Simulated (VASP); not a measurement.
Wanted: the native input for a VASP 6.6.1 run.

```yaml
Task: single point
Functional: LDA
Potentials_or_basis: VASP PAW LDA potentials, release 64 (Si)
Cutoff: 520 eV
k_mesh: 12 × 12 × 6
Occupations: gaussian, width 0.03 eV
Spin: no spin polarisation
Dipole_correction: no
Further_INCAR_settings: ALGO = Normal; EDIFF = 1e-06; NBANDS = 16
```

The structure of Si lies in POSCAR:

```
Si
1.0
    4.0952913888      0.0000000000      0.0000000000
   -2.0476456944      3.5466263786      0.0000000000
    0.0000000000      0.0000000000      5.4192990949
Si
4
Direct
    0.3333333333      0.6666666667      0.0821179099
    0.6666666667      0.3333333333      0.5821179099
    0.3333333333      0.6666666667      0.4178820901
    0.6666666667      0.3333333333      0.9178820901
```

This isn't the form of Si at room conditions, which is diamond.

This cell differs from its parent crystal: atoms shifted along a free coordinate, c/a of the conventional cell at fixed volume 1.3233.

These files were run (other wordings do the same):

INCAR

```
  PREC = Accurate
  ENCUT = 520
  EDIFF = 1E-6
  ISMEAR = 0
  SIGMA = 0.03
  LREAL = False
  LASPH = True
  NELM = 60
  ALGO = Normal
  ISIF = 2
  LWAVE = False
  LCHARG = True
  LELF = True
  LVHAR = True
  NBANDS = 16
```

KPOINTS

```
Automatic mesh
0
Gamma
  12 12 6
```

Potentials or basis: VASP PAW LDA potentials, release 64 (Si).

Launch:

```sh
$ cat potpaw_LDA.64/Si/POTCAR > POTCAR
$ mpirun -np 1 vasp_std > vasp.out
```

It gave:

The pressure is 23.7 GPa and the largest force is 13.434 eV/Å. The band gap on the k mesh is zero (bands 8 and 9 overlap by 0.49 eV).

Caveat: the cell stands under pressure; semilocal functionals underestimate gaps, so a narrow gap can read as zero; forces of over 1 eV/Å act on the atoms, so gaps and moduli don't describe the material at rest.

Wall time 90 s on 1 thread of Intel Xeon 8259CL, on a shared host, peak memory 0.19 GiB.
